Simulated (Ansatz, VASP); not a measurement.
MoSe in VASP and in Ansatz

File INCAR:

```
ALGO = Normal ; EDIFF = 1E-6
ENCUT = 520 ; GGA = PE
ISIF = 2 ; ISMEAR = 0
LASPH = True ; LCHARG = False
LREAL = False ; LWAVE = False
NBANDS = 17 ; NELM = 80
PREC = Accurate ; SIGMA = 0.1
```

The input KPOINTS:

```
k-points
0
Gamma
  12 12 12
```

Contents of POSCAR:

```
MoSe
1.0
    0.0000000000      2.8392909712      2.8392909712
    2.8392909712      0.0000000000      2.8392909712
    2.8392909712      2.8392909712      0.0000000000
Mo Se
1 1
Direct
    0.0000000000      0.0000000000      0.0000000000
    0.2500000000      0.2500000000      0.2500000000
```

Input for Ansatz:

```yaml
crystal:
  lattice:
    - [0.0, 2.8392909712, 2.8392909712]
    - [2.8392909712, 0.0, 2.8392909712]
    - [2.8392909712, 2.8392909712, 0.0]
  atoms:
    - { symbol: Mo, position: [0.0, 0.0, 0.0] }
    - { symbol: Se, position: [0.25, 0.25, 0.25] }
basis:
  ecutwfc: 420
kpoints:
  mp_grid: { grid: [12, 12, 12] }
hamiltonian:
  xc: pbe
scf:
  occupations: { method: gaussian, width: 0.1 }
  lower_state_search: "off"
output:
  forces: true
  stress: true
  eigenvalues: true
```

Alike in both runs: task single point; functional PBE; k mesh 12 × 12 × 12; occupations gaussian, width 0.1 eV; no spin polarisation.

|  | VASP | Ansatz |
| --- | --- | --- |
| version | VASP 6.6.1 | Ansatz 0.2.0 |
| potentials or method | VASP PAW PBE potentials, release 64 (Mo_sv, Se), cutoff 520 eV | scalar-relativistic, plane waves, PAW |
| valence electrons in the cell | 20 | 30 |

|  | VASP | Ansatz | Ansatz less VASP |
| --- | --- | --- | --- |
| gap on the k mesh at the Fermi level (eV) | none | none | - |
| pressure (GPa) | -1.5 | -1.7 | -0.17 |

A gap of «none» marks a metal or a gap that the smearing closes. VASP's potentials hold 20 valence electrons a cell and Ansatz's 30, so a difference there can come from the potentials and not from the codes.
